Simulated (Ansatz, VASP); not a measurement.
CuI: VASP beside Ansatz

Contents of POSCAR:

```
CuI
1.0
    0.0000000000      3.0315000000      3.0315000000
    3.0315000000      0.0000000000      3.0315000000
    3.0315000000      3.0315000000      0.0000000000
Cu I
1 1
Direct
    0.2500000000      0.2500000000      0.2500000000
    0.0000000000      0.0000000000      0.0000000000
```

INCAR.step1

```
SYSTEM = CuI
PREC = Accurate ; ENCUT = 600
ISMEAR = 0 ; SIGMA = 0.02
LREAL = .FALSE. ; LASPH = .TRUE.
NELM = 100 ; GGA = PE
ALGO = Normal ; EDIFF = 1E-4
LWAVE = .TRUE. ; LCHARG = .FALSE.
```

File INCAR.step2:

```
SYSTEM = CuI
PREC = Accurate ; ENCUT = 600
EDIFF = 1E-6 ; ISMEAR = 0
SIGMA = 0.02 ; LREAL = .FALSE.
LASPH = .TRUE. ; NELM = 100
ALGO = Normal ; ISIF = 3
LWAVE = .FALSE. ; LCHARG = .FALSE.
METAGGA = R2SCAN ; LMIXTAU = .TRUE.
IBRION = 2 ; NSW = 100
EDIFFG = -0.005 ; ISTART = 1
```

Contents of KPOINTS:

```
regular mesh
0
G
  8 8 8
  0 0 0
```

Input for Ansatz:

```yaml
crystal:
  lattice:
    - [0.0, 3.0315, 3.0315]
    - [3.0315, 0.0, 3.0315]
    - [3.0315, 3.0315, 0.0]
  atoms:
    - { symbol: Cu, position: [0.25, 0.25, 0.25] }
    - { symbol: I, position: [0.0, 0.0, 0.0] }
basis:
  ecutwfc: 500
kpoints:
  mp_grid: { grid: [8, 8, 8] }
hamiltonian:
  xc: r2scan
scf:
  occupations: { method: gaussian, width: 0.02 }
output:
  forces: true
  stress: true
  eigenvalues: true
relax:
  adjacent_minimum: "off"
  f_tol: 0.005
  max_steps: 80
  cell: { stress_tol: 0.05 }
```

Alike in both runs: task relaxation of cell and atoms; functional r2SCAN; k mesh 8 × 8 × 8; occupations gaussian, width 0.02 eV; no spin polarisation.

```csv
,VASP,Ansatz
version,VASP 6.6.1,Ansatz 0.2.0
potentials or method,"VASP PAW PBE potentials, release 64 (Cu, I), cutoff 600 eV","scalar-relativistic, plane waves, PAW"
valence electrons in the cell,18,36
```

|  | VASP | Ansatz | Ansatz less VASP |
| --- | --- | --- | --- |
| gap on the k mesh at the Fermi level, each at its own relaxed structure (eV) | 1.68 | 1.67 | -0.010 |
| relaxed volume (Å³/atom) | 27.28 | 27.32 | +0.041 |
| relaxed cell length with the largest relative difference (Å) | 4.257 | 4.259 | +0.0021 |

VASP's potentials were made for PBE, not for r2SCAN. VASP's potentials hold 18 valence electrons a cell and Ansatz's 36, so a difference there can come from the potentials and not from the codes.

Spin-orbit coupling is off throughout.
